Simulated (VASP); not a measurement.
Set up this calculation in VASP 6.6.1, as the native input.

```yaml
Task: single point
Functional: PBE
Potentials_or_basis: VASP PAW PBE potentials, release 64 (La)
Cutoff: 520 eV
k_mesh: 16 × 16 × 9
Occupations: fermi-dirac, width 0.1 eV
Spin: no spin polarisation
Dipole_correction: no
Further_INCAR_settings: ALGO = Normal; EDIFF = 1e-06; NBANDS = 18
```

The structure of La lies in POSCAR:

```
La
1.0
    3.6796636834      0.0000000000      0.0000000000
   -1.8398318417      3.1866822272      0.0000000000
    0.0000000000      0.0000000000      5.9415657322
La
2
Direct
    0.3333333333      0.6666666667      0.2500000000
    0.6666666667      0.3333333333      0.7500000000
```

The input as run:

INCAR

```
SYSTEM = La
ALGO     = Normal         ! electronic algorithm
EDIFF    = 1E-6           ! SCF threshold, eV
ENCUT    = 520            ! plane-wave cutoff, eV
GGA      = PE             ! functional
ISIF     = 2              ! what is computed and relaxed
ISMEAR   = -1             ! smearing method
LASPH    = .TRUE.         ! aspherical terms in the spheres
LCHARG   = .FALSE.        ! write CHGCAR
LREAL    = .FALSE.        ! projectors in reciprocal space
LWAVE    = .FALSE.        ! write WAVECAR
NBANDS   = 18             ! bands
NELM     = 80             ! most SCF steps
PREC     = Accurate       ! precision mode
SIGMA    = 0.1            ! smearing width, eV
```

KPOINTS

```
k-points
0
G
  16 16 9
  0 0 0
```

Potentials or basis: VASP PAW PBE potentials, release 64 (La).

The run is started by

```bash
$ cat potpaw_PBE.64/La/POTCAR > POTCAR
$ mpirun -np 1 vasp_std > vasp.out
```

Results of the run:

```yaml
Pressure: 2.4 GPa
Band_gap_on_the_k_mesh: zero (bands 11 and 12 overlap by 1.53 eV)
```

Caveat: spin-orbit coupling is left out, which moves the levels of the heavy elements.

Wall time 4.8 min on 1 thread of Oxide Virtual Turin-like Processor (shared host), peak memory 0.29 GiB.
